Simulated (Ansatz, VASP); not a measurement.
# BaLaS in VASP and in Ansatz

File INCAR:

```
SYSTEM = BaLaS
ALGO = Normal ; EDIFF = 1E-7
EDIFFG = -0.04 ; ENCUT = 600
GGA = PE ; IBRION = 2
ISIF = 3 ; ISMEAR = 0
LASPH = .True. ; LCHARG = .False.
LREAL = .False. ; LWAVE = .False.
NELM = 60 ; NSW = 90
PREC = Accurate ; SIGMA = 0.1
```

File KPOINTS:

```
k-points
0
Gamma
  4 4 4
  0 0 0
```

The input POSCAR:

```
BaLaS
1.0
    4.0097017900      0.0000000000      0.0000000000
    0.0000000000      4.0097017900      0.0000000000
    0.0000000000      0.0000000000      6.4115867700
Ba La S
1 1 1
Direct
    0.5000000000      0.5000000000      0.0000000000
    0.5000000000      0.5000000000      0.5000000000
    0.0000000000      0.0000000000      0.0000000000
```

Input for Ansatz:

```yaml
crystal:
  lattice:
    - [4.00970179, 0.0, 0.0]
    - [0.0, 4.00970179, 0.0]
    - [0.0, 0.0, 6.41158677]
  atoms:
    - { symbol: Ba, position: [0.5, 0.5, 0.0] }
    - { symbol: La, position: [0.5, 0.5, 0.5] }
    - { symbol: S, position: [0.0, 0.0, 0.0] }
basis:
  ecutwfc: 420
kpoints:
  mp_grid: { grid: [4, 4, 4] }
hamiltonian:
  xc: pbe
scf:
  occupations: { method: gaussian, width: 0.1 }
  lower_state_search: "off"
output:
  forces: true
  stress: true
  eigenvalues: true
relax:
  adjacent_minimum: "off"
  f_tol: 0.04
  max_steps: 70
  cell: { stress_tol: 0.4 }
```

Alike in both runs: task relaxation of cell and atoms; functional PBE; k mesh 4 × 4 × 4; occupations gaussian, width 0.1 eV; no spin polarisation.

```csv
,VASP,Ansatz
version,VASP 6.6.1,Ansatz 0.2.0
potentials or method,"VASP PAW PBE potentials, release 64 (Ba_sv, La, S), cutoff 600 eV","scalar-relativistic, plane waves, PAW"
valence electrons in the cell,27,27
```

```tsv
	VASP	Ansatz	Ansatz less VASP
gap on the k mesh at the Fermi level, each at its own relaxed structure (eV)	none	none	-
relaxed volume (Å³/atom)	56.29	54.21	-2.080
relaxed cell length with the largest relative difference (Å)	9.493	9.241	-0.2519
```

A gap of «none» marks a metal or a gap that the smearing closes.

The k mesh is coarse, so the values compare programs but aren't converged. Neither program's run includes spin-orbit coupling. Noted on VASP's run: the volume moved by over 15 % at a fixed basis, so the end points are rough.
